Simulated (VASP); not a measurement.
# Y4Sn3N4: relaxation of cell and atoms with PBE

The system is Y4Sn3N4.

```xyz
11
Lattice="4.7016 0.0000 0.0000 0.0000 4.7016 0.0000 0.0000 0.0000 4.7016" Properties=species:S:1:pos:R:3 pbc="T T T"
Y     1.3714    1.3714    1.3714
Y     1.3714    3.3301    3.3301
Y     3.3301    1.3714    3.3301
Y     3.3301    3.3301    1.3714
Sn    0.0000    0.0000    2.3508
Sn    2.3508    0.0000    0.0000
Sn    0.0000    2.3508    0.0000
N     1.1551    1.1551    3.5465
N     3.5465    3.5465    3.5465
N     1.1551    3.5465    1.1551
N     3.5465    1.1551    1.1551
```

The cell was built from a structure type or drawn by symmetry, and may not be a known phase.

```yaml
Program: VASP 6.6.1
Task: relaxation of cell and atoms
Functional: PBE
Potentials_or_basis: VASP PAW PBE potentials, release 64 (Y_sv, Sn_d, N)
Cutoff: 600 eV
k_mesh: 4 × 4 × 4
Occupations: gaussian, width 0.1 eV
Spin: no spin polarisation
Dipole_correction: no
Further_INCAR_settings: ALGO = Normal; EDIFF = 1e-06; IBRION = 2; EDIFFG = -0.04; NSW = 90; ISIF = 3
```

The relaxed volume is 22.98 Å³/atom, the relaxed cell is a = 6.323 Å, b = 6.323 Å, c = 6.323 Å, α = 90.00°, β = 90.00°, γ = 90.00° and the space group after relaxing (to 0.1 Å) is P-43m (No. 215). The energy gained by relaxing is 5406.4 meV/atom, the ionic steps are 30 and the pressure after relaxing is 0.0 GPa. The largest force after relaxing is 0.015 eV/Å. The band gap on the k mesh is zero (bands 53 and 54 overlap by 0.99 eV).

Forces on the atoms (eV/Å):
```
Y    0.008  0.008  0.008
Y    0.008 -0.008 -0.008
Y   -0.008  0.008 -0.008
Y   -0.008 -0.008  0.008
Sn   0.000  0.000  0.000
Sn   0.000  0.000  0.000
Sn   0.000  0.000  0.000
N    0.009  0.009 -0.009
N   -0.009 -0.009 -0.009
N    0.009 -0.009  0.009
N   -0.009  0.009  0.009
```

Step by step:
| step | energy change (eV) | largest force (eV/Å) | pressure (GPa) | volume (Å³) |
| --- | --- | --- | --- | --- |
| 1 | 0.0000 | 13.1876 | 270.17 | 103.93 |
| 2 | -12.0195 | 2.5568 | -21.59 | 574.91 |
| 3 | -51.2414 | 5.4049 | -6.34 | 245.89 |
| 4 | -52.1037 | 5.3946 | -2.96 | 232.06 |
| 5 | -52.7651 | 5.2714 | 5.51 | 208.63 |
| 6 | -52.7530 | 5.2984 | 4.35 | 211.24 |
| 7 | -54.6829 | 0.9004 | -5.68 | 232.08 |
| 8 | -54.7728 | 0.9945 | -4.30 | 228.06 |
| 9 | -55.0852 | 0.7043 | 0.81 | 214.87 |
| 10 | -55.0861 | 0.6875 | 1.16 | 214.13 |
| 11 | -55.1985 | 0.6635 | 1.07 | 215.17 |
| 12 | -55.5558 | 0.8271 | 1.17 | 218.34 |
| 13 | -56.7528 | 1.7735 | 2.97 | 224.75 |
| 14 | -58.3437 | 3.8960 | 11.22 | 237.96 |
| 15 | -58.4484 | 2.4802 | 6.38 | 231.93 |
| 16 | -58.6413 | 2.9058 | 8.10 | 234.36 |
| 17 | -58.6452 | 3.0040 | 8.45 | 234.79 |
| 18 | -58.6639 | 3.0034 | 8.45 | 235.18 |
| 19 | -58.7106 | 3.0054 | 8.47 | 236.36 |
| 20 | -58.7599 | 3.0234 | 8.53 | 238.73 |
| 21 | -58.8176 | 2.8894 | 8.11 | 239.36 |
| 22 | -58.9746 | 2.5009 | 6.88 | 241.27 |
| 23 | -59.2190 | 1.7696 | 4.55 | 245.12 |
| 24 | -59.4503 | 0.4825 | 0.41 | 252.93 |
| 25 | -59.4585 | 0.2350 | -0.40 | 254.64 |
| 26 | -59.4585 | 0.1891 | -0.56 | 254.96 |
| 27 | -59.4603 | 0.1730 | -0.51 | 254.80 |
| 28 | -59.4649 | 0.1248 | -0.39 | 254.29 |
| 29 | -59.4700 | 0.0492 | -0.14 | 253.28 |
| 30 | -59.4706 | 0.0148 | -0.02 | 252.81 |

Final structure:
```
CELL_PARAMETERS angstrom
6.32312 0.00000 0.00000
0.00000 6.32312 0.00000
0.00000 0.00000 6.32312
ATOMIC_POSITIONS crystal
Y 0.32080 0.32080 0.32080
Y 0.32080 0.67920 0.67920
Y 0.67920 0.32080 0.67920
Y 0.67920 0.67920 0.32080
Sn 0.00000 0.00000 0.50000
Sn 0.50000 0.00000 0.00000
Sn 0.00000 0.50000 0.00000
N 0.32982 0.32982 0.67018
N 0.67018 0.67018 0.67018
N 0.32982 0.67018 0.32982
N 0.67018 0.32982 0.32982
```

Levels at points of the mesh, in eV from the Fermi level:
| k point | band 51 | band 52 | band 53 | band 54 | band 55 | band 56 |
| --- | --- | --- | --- | --- | --- | --- |
| (0.00, 0.00, 0.00) | -0.64 | -0.64 | -0.64 | -0.06 | -0.06 | -0.06 |
| (0.50, 0.00, 0.00) | -0.85 | -0.84 | -0.55 | -0.25 | -0.25 | 0.30 |
| (0.50, 0.50, 0.00) | -1.22 | -0.72 | -0.24 | 0.49 | 0.61 | 0.61 |
| (0.50, 0.50, 0.50) | -0.84 | 0.57 | 0.57 | 0.57 | 0.72 | 0.72 |

It took 24 min on 1 thread of Intel(R) Xeon(R) 6975P-C (Granite Rapids), on a shared host, peak memory 0.3 GiB.

Caveat: the volume moved by over 15 % at a fixed basis, so the end points are rough; spin-orbit coupling is left out, which moves the levels of the heavy elements.
